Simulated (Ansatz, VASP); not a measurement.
**InAs in VASP and in Ansatz**

```
CELL_PARAMETERS angstrom
3.57802 0.00000 0.00000
0.00000 3.57802 0.00000
0.00000 0.00000 3.57802
ATOMIC_POSITIONS crystal
In 0.00000 0.00000 0.00000
As 0.50000 0.50000 0.50000
```

Alike in both runs: functional PBE; k mesh 12 × 12 × 12; occupations fermi-dirac, width 0.05 eV; no spin polarisation.

Ansatz relaxed the structure, and its values are those at the end. VASP's run is a single point on that final structure, the one shown.

|  | VASP | Ansatz |
| --- | --- | --- |
| version | VASP 6.6.1 | Ansatz 0.2.0 |
| potentials or method | VASP PAW PBE potentials, release 64 (In_d, As) | PAW with Ansatz's default frozen-core files, scalar-relativistic |
| plane-wave cutoff (eV) | 520 | 420 |
| valence electrons in the cell | 18 | 28 |

|  | VASP | Ansatz | Ansatz less VASP |
| --- | --- | --- | --- |
| pressure (GPa) | 0.0 | 0.0 | -0.02 |

With one functional, cell and mesh, what is left measures potentials, basis and numerics. VASP's potentials hold 18 valence electrons a cell and Ansatz's 28, so a difference there can come from the potentials and not from the codes.
